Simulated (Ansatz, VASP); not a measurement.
Two plane-wave programs on HfO2

INCAR

```
PREC = Accurate
ENCUT = 520
EDIFF = 1E-8
ISMEAR = -1
SIGMA = 0.02
LREAL = False
LASPH = True
NELM = 60
ALGO = Normal
ISIF = 2
LWAVE = False
LCHARG = False
GGA = PE
LEFG = True
NBANDS = 56
```

Contents of KPOINTS:

```
Automatic mesh
0
Gamma
  4 4 4
```

Contents of POSCAR:

```
HfO2
1.0
    5.1008828153      0.0000000000      0.0000000000
    0.0000000000      5.1683563922      0.0000000000
   -0.8557912555      0.0000000000      5.1964293276
Hf O
4 8
Direct
    0.2767007924      0.0418823965      0.2081292278
    0.7232992076      0.5418823965      0.2918707722
    0.7232992076      0.9581176035      0.7918707722
    0.2767007924      0.4581176035      0.7081292278
    0.4465502658      0.7583828167      0.4802714331
    0.5534497342      0.2583828167      0.0197285669
    0.5534497342      0.2416171833      0.5197285669
    0.4465502658      0.7416171833      0.9802714331
    0.0726418157      0.3392507188      0.3389490721
    0.9273581843      0.8392507188      0.1610509279
    0.9273581843      0.6607492812      0.6610509279
    0.0726418157      0.1607492812      0.8389490721
```

Input for Ansatz:

```yaml
crystal:
  lattice:
    - [5.1008828153, 0.0, 0.0]
    - [0.0, 5.1683563922, 0.0]
    - [-0.8557912555, 0.0, 5.1964293276]
  atoms:
    - { symbol: Hf, position: [0.2767007924, 0.0418823965, 0.2081292278] }
    - { symbol: Hf, position: [0.7232992076, 0.5418823965, 0.2918707722] }
    - { symbol: Hf, position: [0.7232992076, 0.9581176035, 0.7918707722] }
    - { symbol: Hf, position: [0.2767007924, 0.4581176035, 0.7081292278] }
    - { symbol: O, position: [0.4465502658, 0.7583828167, 0.4802714331] }
    - { symbol: O, position: [0.5534497342, 0.2583828167, 0.0197285669] }
    - { symbol: O, position: [0.5534497342, 0.2416171833, 0.5197285669] }
    - { symbol: O, position: [0.4465502658, 0.7416171833, 0.9802714331] }
    - { symbol: O, position: [0.0726418157, 0.3392507188, 0.3389490721] }
    - { symbol: O, position: [0.9273581843, 0.8392507188, 0.1610509279] }
    - { symbol: O, position: [0.9273581843, 0.6607492812, 0.6610509279] }
    - { symbol: O, position: [0.0726418157, 0.1607492812, 0.8389490721] }
kpoints:
  mp_grid: { grid: [4, 4, 4] }
scf:
  occupations: { method: fermi_dirac, width: 0.02 }
hamiltonian:
  xc: pbe
  pseudopotentials: { kind: paw }
output:
  forces: true
  stress: true
  populations: true
  efg:
    quadrupole_moments_barn: { Hf: 3.365, O: -0.02558 }
    contact_densities: true
```

Change from the starting cell: volume scaled by 0.99.

Alike in both runs: task electric field gradients; functional PBE; k mesh 4 × 4 × 4; occupations fermi-dirac, width 0.02 eV; no spin polarisation.

|  | VASP | Ansatz |
| --- | --- | --- |
| version | VASP 6.6.1 | Ansatz 0.2.0 |
| potentials or method | VASP PAW PBE potentials, release 64 (Hf_pv, O) | plane-wave PAW, scalar-relativistic |
| plane-wave cutoff (eV) | 520 | 420 |
| valence electrons in the cell | 88 | 152 |

```tsv
	VASP	Ansatz	Ansatz less VASP
gap on the k mesh at the Fermi level (eV)	4.05	4.09	+0.040
pressure (GPa)	4.3	7.5	+3.25
traceless stress, the component that is largest in VASP (GPa)	0.62	0.64	+0.024
rms of the force components (eV/Å)	0.012	0.028	+0.0159
size of Vzz on the site where it differs most (V/Å²)	107.3	128.8	+21.52
```

Atom by atom the forces differ by 0.034 eV/Å (rms over components). The functional is the same, so the differences come from potentials, cutoffs and numerics. VASP's potentials hold 88 valence electrons a cell and Ansatz's 152, so a difference there can come from the potentials and not from the codes.

Spin-orbit coupling is off throughout.
